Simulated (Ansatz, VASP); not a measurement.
**Tl2F: VASP beside Ansatz**

```
Tl F
1.0
     5.07342    0.00000    0.00000
    -2.53671    4.39371    0.00000
     0.00000    0.00000    6.58696
Tl F
4 2
Cartesian
  0.0000 0.0000 3.2935
  0.0000 0.0000 0.0000
  0.0000 2.9291 4.9402
  2.5367 1.4646 1.6467
  2.5367 1.4646 4.9402
  0.0000 2.9291 1.6467
```

Change from the starting cell: species swapped into the Tb2In type (P6_3/mmc, No. 194).

Alike in both runs: functional PBE; k mesh 12 × 12 × 6; occupations gaussian, width 0.1 eV; no spin polarisation.

Ansatz relaxed the structure, and its values are those at the end. VASP's run is a single point on that final structure, the one shown.

|  | VASP | Ansatz |
| --- | --- | --- |
| version | VASP 6.6.1 | Ansatz 0.2.0 |
| potentials or method | VASP PAW PBE potentials, release 64 (Tl_d, F), cutoff 520 eV | scalar-relativistic, plane waves, PAW |
| valence electrons in the cell | 66 | 66 |

```tsv
	VASP	Ansatz	Ansatz less VASP
gap on the k mesh at the Fermi level (eV)	none	none	-
pressure (GPa)	-0.1	0.0	+0.14
```

A gap of «none» marks a metal or a gap that the smearing closes.

Neither program's run includes spin-orbit coupling.
